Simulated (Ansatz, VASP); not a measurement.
**One calculation of Ta4Cu, two programs**

```
Ta Cu
1.0
     4.62012    0.00000    0.00000
     0.00000    4.62012    0.00000
     0.00000    0.00000    4.62012
Ta Cu
4 1
Direct
  0.00000 0.00000 0.00000
  0.50000 0.50000 0.00000
  0.50000 0.00000 0.50000
  0.00000 0.50000 0.50000
  0.50000 0.50000 0.50000
```

Change from the starting cell: species swapped into the Mn4N type (Pm-3m, No. 221).

Alike in both runs: functional PBE; k mesh 8 × 8 × 8; occupations gaussian, width 0.1 eV; no spin polarisation.

Ansatz relaxed the structure, and its values are those at the end. VASP's run is a single point on that final structure, the one shown.

```csv
,VASP,Ansatz
version,VASP 6.6.1,Ansatz 0.2.0
potentials or method,"VASP PAW PBE potentials, release 64 (Ta_pv, Cu), cutoff 520 eV","scalar-relativistic, plane waves, PAW"
valence electrons in the cell,55,71
```

|  | VASP | Ansatz | Ansatz less VASP |
| --- | --- | --- | --- |
| gap on the k mesh at the Fermi level (eV) | none | none | - |
| pressure (GPa) | 0.0 | 0.0 | +0.01 |

A gap of «none» marks a metal or a gap that the smearing closes. VASP's potentials hold 55 valence electrons a cell and Ansatz's 71, so a difference there can come from the potentials and not from the codes.

Spin-orbit coupling is off throughout.
